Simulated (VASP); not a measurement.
# As (P6/mmm) in VASP: a series of runs

As is run at these levels: PBEsol; tasks: relaxation of cell and atoms.

All numbers are computed with VASP 6.6.1; they aren't measurements. Logs are shortened: lines on timing, memory, paths and dates and some standing lists are left out, and cuts for length are marked.

## Step 1: The cell of the first run

It takes space group P6/mmm (No. 191, hexagonal). Conventional cell: a = 4.566 Å, b = 4.566 Å, c = 2.834 Å, α = 90.00°, β = 90.00°, γ = 120.00°. As (site symmetry -6m2) has 5 As at 2.64 to 2.83 Å within 3.5 Å.

## Step 2: Relaxation of cell and atoms, PBEsol, target pressure 5 GPa, at which the enthalpy is minimised

INCAR reads:

```
ALGO = Normal ; EDIFF = 1E-6
EDIFFG = -0.01 ; ENCUT = 600
GGA = PS ; IBRION = 2
ISIF = 3 ; ISMEAR = -1
LASPH = T ; LCHARG = F
LREAL = F ; LWAVE = F
NELM = 100 ; NSW = 60
PREC = Accurate ; PSTRESS = 50.0
SIGMA = 0.05
```

KPOINTS reads:

```
k-points
0
Gamma
  7 7 9
```

POSCAR reads:

```
As
1.0
    4.5664000000      0.0000000000      0.0000000000
   -2.2832000000      3.9546200000      0.0000000000
    0.0000000000      0.0000000000      2.8337400000
As
2
Direct
    0.3333300000      0.6666700000      0.0000000000
    0.6666700000      0.3333300000      0.0000000000
```

Potentials or basis: VASP PAW PBE potentials, release 64 (As).

Started as:

```bash
$ cat potpaw_PBE.64/As/POTCAR > POTCAR
$ mpirun -np 1 vasp_std > vasp.out
```

OUTCAR:

```text
EDIFF = 1E-6
   EDIFFG = -0.01
   ENCUT = 600
   GGA = PS
   IBRION = 2
   ISIF = 3
   ISMEAR = -1
   LASPH = T
   LREAL = F
   NELM = 100
   NSW = 60
   PREC = Accurate
   PSTRESS = 50.0

 ion  position               nearest neighbor table
   1  0.333  0.667  0.000-   2 2.64   2 2.64   2 2.64
   2  0.667  0.333  0.000-   1 2.64   1 2.64   1 2.64

  LATTYP: Found a hexagonal cell.
 ALAT       =     4.5664000000
 C/A-ratio  =     0.6205632446

  Lattice vectors:

 A1 = (   4.5664000000,   0.0000000000,   0.0000000000)
 A2 = (  -2.2832000000,   3.9546200000,   0.0000000000)
 A3 = (   0.0000000000,   0.0000000000,   2.8337400000)

Analysis of symmetry for initial positions (statically):
=====================================================================
 Subroutine PRICEL returns:
 Original cell was already a primitive cell.

 Routine SETGRP: Setting up the symmetry group for a
 hexagonal supercell.

 Subroutine GETGRP returns: Found  8 space group operations
 (whereof  8 operations were pure point group operations)
 out of a pool of 24 trial point group operations.

The static configuration has the point symmetry D_2h.

Analysis of symmetry for dynamics (positions and initial velocities):
=====================================================================
 Subroutine PRICEL returns:
 Original cell was already a primitive cell.

 Routine SETGRP: Setting up the symmetry group for a
 hexagonal supercell.

 Subroutine GETGRP returns: Found  8 space group operations
 (whereof  8 operations were pure point group operations)
 out of a pool of 24 trial point group operations.

The dynamic configuration has the point symmetry D_2h.

 Subroutine INISYM returns: Found  8 space group operations
 (whereof  8 operations are pure point group operations),
 and found     1 'primitive' translations

----------------------------------------------------------------------------------------

                                     Primitive cell

  volume of cell :      51.1727

  direct lattice vectors                    reciprocal lattice vectors
     4.566400000  0.000000000  0.000000000     0.218990890  0.126434398  0.000000000
    -2.283200000  3.954620000  0.000000000     0.000000000  0.252868796  0.000000000
     0.000000000  0.000000000  2.833740000     0.000000000  0.000000000  0.352890526

  length of vectors
     4.566400000  4.566401382  2.833740000     0.252868873  0.252868796  0.352890526

  position of ions in fractional coordinates (direct lattice)
     0.333330000  0.666670000  0.000000000
     0.666670000  0.333330000  0.000000000

  ion indices of the primitive-cell ions
   primitive index   ion index
                 1           1
                 2           2

----------------------------------------------------------------------------------------

 KPOINTS: k-points

Automatic generation of k-mesh.
 Grid dimensions read from file:
 generate k-points for:    7    7    9

 Generating k-lattice:

  Cartesian coordinates                     Fractional coordinates (reciprocal lattice)
     0.031284413  0.018062057  0.000000000     0.142857143 -0.000000000  0.000000000
     0.000000000  0.036124114  0.000000000     0.000000000  0.142857143  0.000000000
     0.000000000  0.000000000  0.039210058     0.000000000  0.000000000  0.111111111

  Length of vectors
     0.036124125  0.036124114  0.039210058

  Shift w.r.t. Gamma in fractional coordinates (k-lattice)
     0.000000000  0.000000000  0.000000000

 Subroutine IBZKPT returns following result:
 ===========================================

 Found     80 irreducible k-points:

 Following reciprocal coordinates:
            Coordinates               Weight
  0.000000  0.000000  0.000000      1.000000
  0.142857 -0.000000  0.000000      4.000000
 -0.142857  0.142857  0.000000      2.000000
  0.285714 -0.000000  0.000000      4.000000
 -0.285714  0.285714  0.000000      2.000000
  0.428571 -0.000000  0.000000      4.000000
[... 16 lines left out ...]
 -0.428571  0.428571  0.111111      4.000000
  0.142857  0.142857  0.111111      4.000000
 [... further k-points ...]
   k-points           NKPTS =     80   k-points in BZ     NKDIM =     80   number of bands    NBANDS=      9
   number of dos      NEDOS =    301   number of ions     NIONS =      2
   total plane-waves  NPLWV =  31104
   dimension x,y,z NGX =    36 NGY =   36 NGZ =   24
   dimension x,y,z NGXF=    72 NGYF=   72 NGZF=   48
   ions per type =               2
   NGX,Y,Z   is equivalent  to a cutoff of  13.11, 13.11, 14.08 a.u.
   NGXF,Y,Z  is equivalent  to a cutoff of  26.21, 26.21, 28.16 a.u.
 SYSTEM =  unknown system
   PREC   = accura    normal or accurate (medium, high low for compatibility)
   ISTART =      0    job   : 0-new  1-cont  2-samecut
   ICHARG =      2    charge: 1-file 2-atom 10-const
   ISPIN  =      1    spin polarized calculation?
   LNONCOLLINEAR =      F non collinear calculations
   LSORBIT =      F    spin-orbit coupling
   LASPH  =      T    aspherical Exc in radial PAW
   ENCUT  =  600.0 eV  44.10 Ry    6.64 a.u.   9.12  9.12  5.66*2*pi/ulx,y,z
   NELM   =    100;   NELMIN=  2; NELMDL= -5     # of ELM steps
   EDIFF  = 0.1E-05   stopping-criterion for ELM
   LREAL  =      F    real-space projection
   EDIFFG = -.1E-01   stopping-criterion for IOM
   NSW    =     60    number of steps for IOM
   IBRION =      2    ionic relax: 0-MD 1-quasi-New 2-CG
   NFREE  =      1    steps in history (QN), initial steepest desc. (CG)
   ISIF   =      3    stress and relaxation
   ISYM   =      2    0-nonsym 1-usesym 2-fastsym
   POTIM  = 0.5000    time-step for ionic-motion
   TEBEG  =    0.0;   TEEND  =   0.0 temperature during run
   PSTRESS=   50.0 pullay stress
   NELECT =      10.0000    total number of electrons
   NUPDOWN=      -1.0000    fix difference up-down
   EMIN   =  10.00;   EMAX   =-10.00  energy-range for DOS
   EFERMI =   0.00;   METHOD = LEGACY
   ISMEAR =    -1;   SIGMA  =   0.05  broadening in eV -4-tet -1-fermi 0-gaus
   EFERMI_NEDOS =   21; number of points for ismear=-14 and -15
   IALGO  =     38    algorithm
   IMIX   =      4    mixing-type and parameters
     AMIX     =   0.40;   BMIX     =  1.00
     AMIX_MAG =   1.60;   BMIX_MAG =  1.00
  volume/ion in A,a.u.               =      25.59       172.67
  Fermi-wavevector in a.u.,A,eV,Ry     =   0.950011  1.795260 12.279540  0.902521
  Thomas-Fermi vector in A             =   2.078348
   LORBIT       =      0    0 simple, 1 ext, 2 COOP (PROOUT), +10 PAW based schemes
   GGA     = PS    functional components
   LHFCALC =     F    Hartree Fock is set to
   AEXX    =    0.0000 exact exchange contribution
   IVDW    =     0    specifies the selected vdW correction
   LEPSILON=     F    determine dielectric tensor
   LRPA    =     F    only Hartree local field effects (RPA)
 conjugate gradient relaxation of ions
 non-spin polarized calculation
  energy-cutoff  :      600.00
  volume of cell :       51.17
 maximum number of plane-waves:      1728
   NGX = 19   NGY = 19   NGZ = 11

--------------------------------------- Ionic step        1  -------------------------------------------

 number of electron      10.0000000 magnetization

 number of electron       9.9999998 magnetization

 Free energy of the ion-electron system (eV)
  ---------------------------------------------------
  ext. energy  EPLUGINS =         0.00000000
  ---------------------------------------------------
  free energy    TOTEN  =        -9.73010100 eV

  energy without entropy =       -9.72435147  energy(sigma->0) =       -9.72722624

------------------------ aborting loop because EDIFF is reached ----------------------------------------

  FORCE on cell =-STRESS in cart. coord.  units (eV):
  Direction    XX          YY          ZZ          XY          YZ          ZX
  --------------------------------------------------------------------------------------
  -------------------------------------------------------------------------------------
  Total       -1.1031021     -1.1029307     -0.2993386      0.0001492      0.0000000      0.0000000
  in kB      -34.5372367    -34.5318716     -9.3720508      0.0046704      0.0000000      0.0000000
  external PRESSURE =     -76.1470530 kB  Pullay stress =      50.0000000 kB
[... 25 lines left out ...]
--------------------------------------- Ionic step        2  -------------------------------------------

 number of electron      10.0000001 magnetization

 E-fermi :   5.4376     XC(G=0):  -9.9697

 val. band max:        5.4037905652   @ k =   0.1429  -0.0000   0.1111
 cond. band min:       5.4545379253   @ k =   0.1429   0.1429   0.3333
 fundamental gap:      0.0507473601
 Fermi energy:         5.4376355359

 k-point     1 :       0.0000    0.0000    0.0000
  band No.  band energies     occupation
      1     -10.2070      2.00000
      2      -2.7148      2.00000
      3       0.4362      2.00000
      4       0.4364      2.00000
      5       5.2390      1.96304
      6       5.2392      1.96288
      7       8.9454      0.00000
      8       9.8448      0.00000
      9      14.2645      0.00000
[... 265 lines left out ...]
 k-point    24 :       0.1429    0.1429    0.1111
  band No.  band energies     occupation
      1      -9.4520      2.00000
      2      -4.6445      2.00000
      3      -0.1998      2.00000
      4       2.4610      2.00000
      5       5.3931      1.41791
      6       7.1114      0.00000
      7       7.5497      0.00000
      8      11.2960      0.00000
      9      12.6215      0.00000

 [... further k-points ...]
[... 5 lines left out ...]
  --------------------------------------------------------------------------------------
  -------------------------------------------------------------------------------------
  Total        3.4644937      3.4646291      1.1982218      0.0001150      0.0000000      0.0000000
  in kB      130.0591082    130.0641915     44.9819450      0.0043166      0.0000000      0.0000000
  external PRESSURE =      51.7017482 kB  Pullay stress =      50.0000000 kB
[... 215 lines left out ...]
--------------------------------------- Ionic step        8  -------------------------------------------

 number of electron      10.0000000 magnetization

 Free energy of the ion-electron system (eV)
  ---------------------------------------------------
  ext. energy  EPLUGINS =         0.00000000
  ---------------------------------------------------
  free energy    TOTEN  =        -9.70039103 eV

  energy without entropy =       -9.69425477  energy(sigma->0) =       -9.69732290

 E-fermi :   4.8462     XC(G=0):  -9.7212

 val. band max:        4.8416172103   @ k =   0.1429   0.1429   0.1111
 cond. band min:       4.8569982644   @ k =  -0.1429   0.1429   0.1111
 fundamental gap:      0.0153810541
 Fermi energy:         4.8462270058

 k-point     1 :       0.0000    0.0000    0.0000
  band No.  band energies     occupation
      1     -10.2912      2.00000
      2      -3.5799      2.00000
      3       0.0889      2.00000
      4       0.0892      2.00000
      5       4.6963      1.90493
      6       4.6966      1.90456
      7       8.6565      0.00000
      8       9.2339      0.00000
      9      13.3831      0.00000
[... 265 lines left out ...]
 k-point    24 :       0.1429    0.1429    0.1111
  band No.  band energies     occupation
      1      -9.5779      2.00000
      2      -5.1726      2.00000
      3      -0.4714      2.00000
      4       1.8438      2.00000
      5       4.8416      1.04607
      6       6.8130      0.00000
      7       6.8215      0.00000
      8      10.5884      0.00000
      9      11.8199      0.00000

 [... further k-points ...]
[... 5 lines left out ...]
  --------------------------------------------------------------------------------------
  -------------------------------------------------------------------------------------
  Total        1.4098343      1.4099223      1.4043070      0.0000752      0.0000000      0.0000000
  in kB       50.0750493     50.0781742     49.8787287      0.0026698      0.0000000      0.0000000
  external PRESSURE =       0.0106507 kB  Pullay stress =      50.0000000 kB
[... 21 lines left out ...]
  energy  without entropy=       -9.6942547713  energy(sigma->0) =       -9.69732290

  enthalpy is  TOTEN    =        -8.2926697024 eV   P V=        1.4077213321

 reached required accuracy - stopping structural energy minimisation
```

Run time: 1.9 min. Hardware: 1 thread of Intel Xeon Platinum 8488C (Sapphire Rapids), shared host; peak memory 0.2 GiB.

Results:

```
Free energy                                            : -9.7004 eV
Relaxed volume                                         : 22.55 Å³/atom
Relaxed cell                                           : a = 4.380 Å, b = 4.380 Å, c = 2.715 Å, α = 90.00°, β = 90.00°, γ = 120.00°
Space group after relaxing (to 0.05 Å)                 : P6/mmm (No. 191)
Energy change on relaxing (the enthalpy is what falls) : +14.9 meV/atom
Ionic steps                                            : 8
Pressure after relaxing                                : 5.0 GPa
Band gap on the k mesh                                 : zero (band 5 reaches 7.19 eV, above the bottom of band 6 at 3.44 eV)
```

The path:
| step | energy change (eV) | largest force (eV/Å) | pressure (GPa) | volume (Å³) |
| --- | --- | --- | --- | --- |
| 1 | 0.0000 | 0.0002 | -2.61 | 51.17 |
| 2 | 0.1588 | 0.0000 | 10.17 | 42.68 |
| 3 | 0.0252 | 0.0000 | 4.60 | 45.45 |
| 4 | 0.0287 | 0.0000 | 4.78 | 45.34 |
| 5 | 0.0482 | 0.0000 | 5.71 | 44.67 |
| 6 | 0.0339 | 0.0000 | 5.24 | 44.98 |
| 7 | 0.0275 | 0.0000 | 4.88 | 45.18 |
| 8 | 0.0297 | 0.0000 | 5.00 | 45.11 |

Final structure:
```
CELL_PARAMETERS angstrom
4.37968 0.00002 0.00000
-2.18982 3.79293 0.00000
0.00000 0.00000 2.71543
ATOMIC_POSITIONS crystal
As 0.33333 0.66667 0.00000
As 0.66667 0.33333 0.00000
```

Levels at points of the mesh, in eV from the Fermi level:
```tsv
k point	band 3	band 4	band 5	band 6	band 7	band 8
(0.00, 0.00, 0.00)	-4.76	-4.76	-0.15	-0.15	3.81	4.39
```

Caveat: the cell is relaxed towards a set pressure, so the enthalpy falls and the energy may rise; the PAW data sets were made with another functional, which shifts forces and pressure a little.

## Step 3: Relaxation of cell and atoms, PBEsol, target pressure 10 GPa, at which the enthalpy is minimised

INCAR reads:

```
ALGO     = Normal         # electronic algorithm
EDIFF    = 1E-6           # SCF threshold, eV
EDIFFG   = -0.01          # ionic threshold
ENCUT    = 600            # plane-wave cutoff, eV
GGA      = PS             # functional
IBRION   = 2              # ionic algorithm
ISIF     = 3              # what is computed and relaxed
ISMEAR   = -1             # smearing method
LASPH    = True           # aspherical terms in the spheres
LCHARG   = False          # write CHGCAR
LREAL    = False          # projectors in reciprocal space
LWAVE    = False          # write WAVECAR
NELM     = 60             # most SCF steps
NSW      = 60             # ionic steps
PREC     = Accurate       # precision mode
PSTRESS  = 100.0        
SIGMA    = 0.05           # smearing width, eV
```

KPOINTS is that of step 2.

POSCAR is that of step 2.

Potentials or basis: VASP PAW PBE potentials, release 64 (As).

Started as:

```bash
$ cat potpaw_PBE.64/As/POTCAR > POTCAR
$ mpirun -np 1 vasp_std > vasp.out
```

Run time: 2.2 min. Hardware: 1 thread of Intel Xeon Platinum 8488C (Sapphire Rapids), shared host; peak memory 0.21 GiB.

The run converged. Its results:

- Free energy: -9.5840 eV
- Relaxed volume: 21.29 Å³/atom
- Relaxed cell: a = 4.301 Å, b = 4.301 Å, c = 2.659 Å, α = 90.00°, β = 90.00°, γ = 120.00°
- Space group after relaxing (to 0.05 Å): P6/mmm (No. 191)
- Energy change on relaxing (the enthalpy is what falls): +73.1 meV/atom
- Ionic steps: 9
- Pressure after relaxing: 10.0 GPa
- Band gap on the k mesh: zero (band 5 reaches 7.91 eV, above the bottom of band 6 at 4.07 eV)

Step by step:
| step | energy change (eV) | largest force (eV/Å) | pressure (GPa) | volume (Å³) |
| --- | --- | --- | --- | --- |
| 1 | 0.0000 | 0.0002 | -2.61 | 51.17 |
| 2 | 0.7054 | 0.0002 | 26.31 | 37.65 |
| 3 | 0.1318 | 0.0001 | 9.40 | 42.95 |
| 4 | 0.1413 | 0.0001 | 9.74 | 42.79 |
| 5 | 0.1768 | 0.0001 | 10.79 | 42.25 |
| 6 | 0.1494 | 0.0001 | 10.13 | 42.53 |
| 7 | 0.1497 | 0.0001 | 10.14 | 42.53 |
| 8 | 0.1440 | 0.0000 | 9.92 | 42.62 |
| 9 | 0.1461 | 0.0000 | 10.00 | 42.58 |

Final structure:
```
As
1.0
     4.30071    0.00002    0.00000
    -2.15033    3.72454    0.00000
     0.00000    0.00000    2.65851
As
2
Direct
  0.33333 0.66667 0.00000
  0.66667 0.33333 0.00000
```

Levels at points of the mesh, in eV from the Fermi level:
```
           k point  band 1  band 2  band 3  band 4  band 5  band 6  band 7  band 8  band 9
(0.00, 0.00, 0.00)  -15.60   -8.37   -5.00   -5.00   -0.24   -0.24    4.16    4.37    9.08
```

Caveat: the cell is relaxed towards a set pressure, so the enthalpy falls and the energy may rise; the volume moved by over 15 % at a fixed basis, so the end points are rough; the PAW data sets were made with another functional, which shifts forces and pressure a little.
